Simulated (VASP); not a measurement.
# Sn: single point with LDA

The system is Sn.

```
Sn
1.0
     0.00000    3.23808    3.23808
     3.23808    0.00000    3.23808
     3.23808    3.23808    0.00000
Sn
2
Direct
  0.50000 0.50000 0.50000
  0.75000 0.75000 0.75000
```

```yaml
Program: VASP 6.6.1
Task: single point
Functional: LDA
Potentials_or_basis: VASP PAW LDA potentials, release 64 (Sn_d)
Cutoff: 520 eV
k_mesh: 9 × 9 × 9
Occupations: fermi-dirac, width 0.01 eV
Spin: no spin polarisation
```

The pressure is -0.1 GPa. The band gap on the k mesh is zero (band 14 reaches 5.52 eV, above the bottom of band 15 at 5.36 eV).

Levels at points of the mesh, in eV from the Fermi level:
| k point | band 10 | band 11 | band 12 | band 13 | band 14 | band 15 | band 16 | band 17 | band 18 | band 19 |
| --- | --- | --- | --- | --- | --- | --- | --- | --- | --- | --- |
| (0.00, 0.00, 0.00) | -21.16 | -10.61 | -0.67 | 0.17 | 0.17 | 0.17 | 2.23 | 2.23 | 2.23 | 4.94 |

Wall time 64 s on 1 thread of Intel Xeon 8259CL (shared host), peak memory 0.19 GiB.

Caveat: spin-orbit coupling is left out, which moves the levels of the heavy elements.
